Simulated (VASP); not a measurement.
# C28O (a cell with a defect) in VASP: a series of runs

Runs on C28O (a cell with a defect). Level: PBE. Tasks: single point.

Program: VASP 6.6.1. These are calculated values, not measurements. Logs are shortened: lines on timing, memory, paths and dates and some standing lists are left out, and cuts for length are marked.

## (1) The cell of the first run

The cell holds a defect, 29 atoms: a = 6.526 Å, b = 6.526 Å, c = 8.465 Å, α = 90.00°, β = 90.00°, γ = 120.00°.

## (2) Single point, PBE

INCAR

```
SYSTEM = C28O
  ALGO = Normal
  EDIFF = 1E-6
  ENCUT = 520
  GGA = PE
  ISIF = 2
  ISMEAR = 0
  LASPH = .TRUE.
  LCHARG = .FALSE.
  LREAL = Auto
  LWAVE = .FALSE.
  NBANDS = 79
  NELM = 60
  PREC = Accurate
  SIGMA = 0.1
```

KPOINTS

```
k-points
0
G
  4 4 3
  0 0 0
```

POSCAR

```
C28O
1.0
    6.1663319712      2.1360800542      0.0000000000
   -1.2332663942     -6.4082401623      0.0000000000
    0.0000000000      0.0000000000     -8.4654495156
C O
28 1
Direct
    0.1426379196      0.6793039750      0.7177438113
    0.5682289213      0.8279696657      0.7144190027
    0.2842532003      0.3977401793      0.7079333459
   -0.0024593881     -0.0249203285      0.7459744445
    0.7052462341      0.5354320886      0.7155818470
    0.4232823295      0.1115966198      0.7117645659
    0.8520942728      0.2542071675      0.7107284721
    0.1418012703      0.7374381648      0.2546578296
    0.5704104374      0.8802048948      0.2543527070
    0.2846445158      0.4516530903      0.2540534907
   -0.0010738880      0.0230493998      0.2551937728
    0.7132362178      0.5945652101      0.2545524601
    0.4274306569      0.1658954836      0.2543162057
    0.8560725549      0.3088307335      0.2540762893
    0.0929893890      0.4457499574      0.7107138243
    0.5217651534      0.5883612414      0.7117412949
    0.2398029509      0.1645140122      0.7157008011
    0.9475301791      0.7248333706      0.7458381257
    0.6607965185      0.3022004816      0.7078876307
    0.3768476036      0.8720106469      0.7144065993
    0.8024696988      0.0206513043      0.7178446920
    0.3322439685      0.6897727929      0.2541687829
    0.7608568760      0.8326125522      0.2549699217
    0.4751594374      0.4040642253      0.2541432674
    0.1893811893      0.9754691183      0.2550422155
    0.9037124387      0.5469620405      0.2543743242
    0.6179518867      0.1183065367      0.2541028679
    0.0465375304      0.2611097350      0.2543646378
    0.9725084822      0.8498027280     -0.1055830524
```

Potentials or basis: VASP PAW PBE potentials, release 64 (C, O).

Started as:

```console
$ cat potpaw_PBE.64/C/POTCAR potpaw_PBE.64/O/POTCAR > POTCAR
$ mpirun -np 1 vasp_std > vasp.out
```

OUTCAR:

```text
SYSTEM = C28O
   EDIFF = 1E-6
   ENCUT = 520
   GGA = PE
   ISIF = 2
   ISMEAR = 0
   LASPH = .TRUE.
   LREAL = Auto
   NELM = 60
   PREC = Accurate

 ion  position               nearest neighbor table
   1  0.143  0.679  0.718-  15 1.39  20 1.41  18 1.46
   2  0.568  0.828  0.714-  21 1.41  20 1.41  16 1.44
   3  0.284  0.398  0.708-  17 1.40  16 1.42  15 1.43
   4  0.998  0.975  0.746-  17 1.46  29 1.46  21 1.46  18 1.50
   5  0.705  0.535  0.716-  19 1.40  16 1.40  18 1.46
   6  0.423  0.112  0.712-  17 1.40  19 1.42  20 1.44
   7  0.852  0.254  0.711-  21 1.39  19 1.43  15 1.44
   8  0.142  0.737  0.255-  25 1.42  26 1.42  22 1.42
   9  0.570  0.880  0.254-  23 1.42  27 1.42  22 1.42
  10  0.285  0.452  0.254-  24 1.42  28 1.42  22 1.42
  11  0.999  0.023  0.255-  25 1.42  23 1.42  28 1.42
  12  0.713  0.595  0.255-  23 1.42  26 1.42  24 1.42
  13  0.427  0.166  0.254-  25 1.42  27 1.42  24 1.42
  14  0.856  0.309  0.254-  26 1.42  27 1.42  28 1.42
  15  0.093  0.446  0.711-   1 1.39   3 1.43   7 1.44
  16  0.522  0.588  0.712-   5 1.40   3 1.42   2 1.44
  17  0.240  0.165  0.716-   3 1.40   6 1.40   4 1.46
  18  0.948  0.725  0.746-   5 1.46  29 1.46   1 1.46   4 1.50
  19  0.661  0.302  0.708-   5 1.40   6 1.42   7 1.43
  20  0.377  0.872  0.714-   1 1.41   2 1.41   6 1.44
  21  0.802  0.021  0.718-   7 1.39   2 1.41   4 1.46
  22  0.332  0.690  0.254-   8 1.42  10 1.42   9 1.42
  23  0.761  0.833  0.255-  12 1.42   9 1.42  11 1.42
  24  0.475  0.404  0.254-  12 1.42  10 1.42  13 1.42
  25  0.189  0.975  0.255-   8 1.42  11 1.42  13 1.42
  26  0.904  0.547  0.254-  12 1.42   8 1.42  14 1.42
  27  0.618  0.118  0.254-  13 1.42   9 1.42  14 1.42
  28  0.047  0.261  0.254-  11 1.42  10 1.42  14 1.42
  29  0.973  0.850  0.894-   4 1.46  18 1.46

  LATTYP: Found a hexagonal cell.
 ALAT       =     6.5258323589
 C/A-ratio  =     1.2972214194

  Lattice vectors:

 A1 = (   6.1663319712,   2.1360800542,   0.0000000000)
 A2 = (  -1.2332663942,  -6.4082401623,   0.0000000000)
 A3 = (   0.0000000000,   0.0000000000,  -8.4654495156)

Analysis of symmetry for initial positions (statically):
=====================================================================
 Subroutine PRICEL returns:
 Original cell was already a primitive cell.

 Routine SETGRP: Setting up the symmetry group for a
 hexagonal supercell.

 Subroutine GETGRP returns: Found  1 space group operations
 (whereof  1 operations were pure point group operations)
 out of a pool of 24 trial point group operations.

The static configuration has the point symmetry C_1 .

[... 173 lines left out ...]
   ISYM   =      2    0-nonsym 1-usesym 2-fastsym
   POTIM  = 0.5000    time-step for ionic-motion
   TEBEG  =    0.0;   TEEND  =   0.0 temperature during run
   PSTRESS=    0.0 pullay stress
   NELECT =     118.0000    total number of electrons
   NUPDOWN=      -1.0000    fix difference up-down
   EMIN   =  10.00;   EMAX   =-10.00  energy-range for DOS
   EFERMI =   0.00;   METHOD = LEGACY
   ISMEAR =     0;   SIGMA  =   0.10  broadening in eV -4-tet -1-fermi 0-gaus
   EFERMI_NEDOS =   21; number of points for ismear=-14 and -15
   IALGO  =     38    algorithm
   IMIX   =      4    mixing-type and parameters
     AMIX     =   0.40;   BMIX     =  1.00
     AMIX_MAG =   1.60;   BMIX_MAG =  1.00
  volume/ion in A,a.u.               =      10.77        72.65
  Fermi-wavevector in a.u.,A,eV,Ry     =   1.183636  2.236747 19.061669  1.400993
  Thomas-Fermi vector in A             =   2.319866
   LORBIT       =      0    0 simple, 1 ext, 2 COOP (PROOUT), +10 PAW based schemes
   GGA     = PE    functional components
   LHFCALC =     F    Hartree Fock is set to
   AEXX    =    0.0000 exact exchange contribution
   IVDW    =     0    specifies the selected vdW correction
   LEPSILON=     F    determine dielectric tensor
   LRPA    =     F    only Hartree local field effects (RPA)
 non-spin polarized calculation
 Gauss-broadening in eV      SIGMA  =   0.10
  energy-cutoff  :      520.00
  volume of cell :      312.21
 maximum number of plane-waves:      8422
 NGX is ok and might be reduce to    50
   NGX = 25   NGY = 25   NGZ = 31

 number of electron     118.0000002 magnetization

 Free energy of the ion-electron system (eV)
  ---------------------------------------------------
  ext. energy  EPLUGINS =         0.00000000
  ---------------------------------------------------
  free energy    TOTEN  =      -262.34921219 eV

  energy without entropy =     -262.34462025  energy(sigma->0) =     -262.34691622

 E-fermi :   2.6314     XC(G=0):  -8.9560

 val. band max:        2.5674046832   @ k =   0.0000   0.5000   0.3333
 cond. band min:       2.6907034318   @ k =   0.0000   0.5000   0.3333
 fundamental gap:      0.1232987486
 Fermi energy:         2.6314276692

 k-point     1 :       0.0000    0.0000    0.0000
  band No.  band energies     occupation
      1     -20.3562      2.00000
      2     -16.3524      2.00000
      3     -16.2967      2.00000
      4     -13.5885      2.00000
      5     -13.5708      2.00000
      6     -13.4805      2.00000
[... 1765 lines left out ...]
     70       8.6944      0.00000
     71       9.1276      0.00000

 [... further k-points ...]

 [bands above 71 left out]

------------------------ aborting loop because EDIFF is reached ----------------------------------------

  FORCE on cell =-STRESS in cart. coord.  units (eV):
  Direction    XX          YY          ZZ          XY          YZ          ZX
  --------------------------------------------------------------------------------------
  -------------------------------------------------------------------------------------
  Total        5.9936353      4.5230175      1.0710514     -0.4462749      0.0322066      0.0098597
  in kB       30.7573147     23.2105998      5.4962744     -2.2901325      0.1652734      0.0505968
  external PRESSURE =      19.8213963 kB  Pullay stress =       0.0000000 kB

 VOLUME and BASIS-vectors are now :
 -----------------------------------------------------------------------------
  energy-cutoff  :      520.00
  volume of cell :      312.21
      direct lattice vectors                 reciprocal lattice vectors
     6.166331971  2.136080054  0.000000000     0.173754604 -0.033439089  0.000000000
    -1.233266394 -6.408240162  0.000000000     0.057918201 -0.167195446  0.000000000
     0.000000000  0.000000000 -8.465449516     0.000000000  0.000000000 -0.118127218

 POSITION                                       TOTAL-FORCE (eV/Angst)
 -----------------------------------------------------------------------------------
      0.04179     -4.04846     -6.07602        -0.016444     -0.000743      0.001636
      2.48278     -4.09205     -6.04788        -0.007217      0.008805      0.003861
      1.26228     -1.94163     -5.99297        -0.008169     -0.007602      0.001291
      4.94863     -4.11772     -6.31501        -0.000128     -0.114932      0.149195
      3.68845     -1.92472     -6.05772         0.003950     -0.014478      0.009065
      2.47247      0.18903     -6.02541        -0.000885      0.007010      0.005384
[... 21 lines left out ...]
     -0.03505     -1.57385     -2.15331        -0.004244      0.002896     -0.000309
      4.94878     -3.36838     -7.57164        -0.000717      0.005635     -0.318572
 -----------------------------------------------------------------------------------
    total drift:                               -0.005098     -0.021603     -0.027896

  FREE ENERGIE OF THE ION-ELECTRON SYSTEM (eV)
  ---------------------------------------------------
  free  energy   TOTEN  =      -262.3492121854 eV

  energy  without entropy=     -262.3446202472  energy(sigma->0) =     -262.34691622
```

OSZICAR:

```text
N       E                     dE             d eps       ncg     rms          rms(c)
DAV:   1     0.599643848372E+03    0.59964E+03   -0.59454E+04  4124   0.137E+03
DAV:   2    -0.219969342469E+03   -0.81961E+03   -0.78727E+03  5157   0.304E+02
DAV:   3    -0.278149417173E+03   -0.58180E+02   -0.57601E+02  4848   0.819E+01
DAV:   4    -0.279492208221E+03   -0.13428E+01   -0.13386E+01  5144   0.135E+01
DAV:   5    -0.279538988287E+03   -0.46780E-01   -0.46746E-01  5400   0.239E+00    0.240E+01
DAV:   6    -0.266593203429E+03    0.12946E+02   -0.13306E+01  4776   0.109E+01    0.140E+01
DAV:   7    -0.262258846433E+03    0.43344E+01   -0.14655E+01  4784   0.116E+01    0.382E+00
DAV:   8    -0.262330377912E+03   -0.71531E-01   -0.54317E-01  4728   0.258E+00    0.146E+00
DAV:   9    -0.262348976884E+03   -0.18599E-01   -0.74942E-02  5296   0.110E+00    0.333E-01
DAV:  10    -0.262348236726E+03    0.74016E-03   -0.13042E-02  5299   0.523E-01    0.125E-01
DAV:  11    -0.262349138324E+03   -0.90160E-03   -0.37193E-03  4656   0.206E-01    0.728E-02
DAV:  12    -0.262349258111E+03   -0.11979E-03   -0.63327E-04  4769   0.118E-01    0.246E-02
DAV:  13    -0.262349226160E+03    0.31951E-04   -0.31769E-04  4936   0.688E-02    0.171E-02
DAV:  14    -0.262349217398E+03    0.87617E-05   -0.45677E-05  5017   0.259E-02    0.749E-03
DAV:  15    -0.262349212339E+03    0.50595E-05   -0.15422E-05  4984   0.197E-02    0.588E-03
DAV:  16    -0.262349212185E+03    0.15352E-06   -0.66413E-06  4593   0.919E-03
   1 F= -.26234921E+03 E0= -.26234692E+03  d E =-.459194E-02
```

Run time: 34 min. Hardware: 1 thread of Intel Xeon 8259CL, shared host; peak memory 0.63 GiB.

What came out:

| Quantity | Value |
| --- | --- |
| Free energy | -262.3492 eV |
| Pressure | 2.0 GPa |
| Largest force | 0.319 eV/Å |
| Band gap on the k mesh | 0.12 eV |

Forces on the atoms (eV/Å):
```
C   -0.016 -0.001  0.002
C   -0.007  0.009  0.004
C   -0.008 -0.008  0.001
C    0.000 -0.115  0.149
C    0.004 -0.014  0.009
C   -0.001  0.007  0.005
C    0.005  0.001  0.003
C    0.000 -0.002 -0.002
C    0.005  0.000  0.000
C   -0.005  0.004 -0.005
C    0.001  0.005 -0.002
C    0.006  0.000  0.001
C   -0.003 -0.001 -0.001
C    0.006 -0.005 -0.005
C   -0.002  0.000  0.004
C   -0.003 -0.003  0.002
C   -0.009  0.004  0.009
C   -0.002  0.112  0.146
C    0.002  0.009 -0.003
C    0.006 -0.004  0.000
C    0.009 -0.003  0.004
C    0.004 -0.009  0.000
C   -0.001 -0.002  0.001
C    0.004  0.006  0.002
C    0.004 -0.001 -0.003
C    0.001  0.003 -0.001
C    0.007 -0.002 -0.002
C   -0.004  0.003  0.000
O   -0.001  0.006 -0.319
```

[end of part 1 of 2]
